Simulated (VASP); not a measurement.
Set up this calculation in VASP 6.6.1, as the native input.

```yaml
Task: single point
Functional: PBEsol
Potentials_or_basis: VASP PAW PBE potentials, release 64 (Li_sv, O)
Cutoff: 750 eV
k_mesh: 8 × 8 × 8
Occupations: gaussian, width 0.01 eV
Spin: no spin polarisation
Dipole_correction: no
Further_INCAR_settings: ALGO = Normal; EDIFF = 1e-06; NBANDS = 13
```

The structure of Li2O lies in POSCAR:

```
Li2O
1.0
    0.0000000000      2.2899348936      2.3013845680
    2.2899348936      0.0000000000      2.3013845680
    2.2899348936      2.2899348936      0.0000000000
Li O
2 1
Direct
    0.2500000000      0.2500000000      0.2500000000
    0.7500000000      0.7500000000      0.7500000000
    0.0000000000      0.0000000000      0.0000000000
```

This cell differs from its parent crystal: z stretched by +0.5 %, x and y held.

These files were run (other wordings do the same):

INCAR

```
  ALGO = Normal
  EDIFF = 1E-6
  ENCUT = 750
  GGA = PS
  GGA_COMPAT = False
  ISIF = 2
  ISMEAR = 0
  LASPH = True
  LCHARG = False
  LREAL = False
  LWAVE = False
  NBANDS = 13
  NELM = 120
  PREC = Accurate
  SIGMA = 0.01
```

KPOINTS

```
k-points
0
Gamma
  8 8 8
```

Potentials or basis: VASP PAW PBE potentials, release 64 (Li_sv, O).

Run with:

```bash
$ cat potpaw_PBE.64/Li_sv/POTCAR potpaw_PBE.64/O/POTCAR > POTCAR
$ mpirun -np 1 vasp_std > vasp.out
```

Results of the run:

```json
{"Pressure": "-0.3 GPa", "Band gap on the k mesh": "4.85 eV, indirect (least direct gap 5.30 eV)"}
```

Caveat: the cell differs from its parent crystal (z stretched by +0.5 %, x and y held); the PAW data sets were made with another functional, which shifts forces and pressure a little.

Run time: 16 s on 1 thread of Intel(R) Xeon(R) 6975P-C (Granite Rapids), with other jobs on the host, peak memory 0.17 GiB.
